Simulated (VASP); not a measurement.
Input of a VASP 6.6.1 run:

INCAR

```
ALGO = Fast ; EDIFF = 1E-6
EDIFFG = -0.01 ; ENCUT = 600
GGA = PE ; IBRION = 2
ISIF = 4 ; ISMEAR = 0
LASPH = True ; LCHARG = False
LREAL = False ; LWAVE = False
NELM = 100 ; NSW = 50
PREC = Accurate ; SIGMA = 0.1
```

The input KPOINTS:

```
k-points
0
Gamma
  18 18 10
```

POSCAR

```
Re
1.0
    2.8023629994      0.0000000000      0.0000000000
   -1.4011814997      2.4269175481      0.0000000000
    0.0000000000      0.0000000000      4.5285281300
Re
2
Direct
    0.3333333333      0.6666666667      0.2500000000
    0.6666666667      0.3333333333      0.7500000000
```

Potentials or basis: VASP PAW PBE potentials, release 64 (Re).

Command:

```bash
$ cat potpaw_PBE.64/Re/POTCAR > POTCAR
$ mpirun -np 1 vasp_std > vasp.out
```

(1) Predict the band gap on the k mesh.

Answers

(1) zero (band 7 reaches 8.67 eV, above the bottom of band 8 at 5.74 eV).

Caveat: spin-orbit coupling is left out, which moves the levels of the heavy elements.
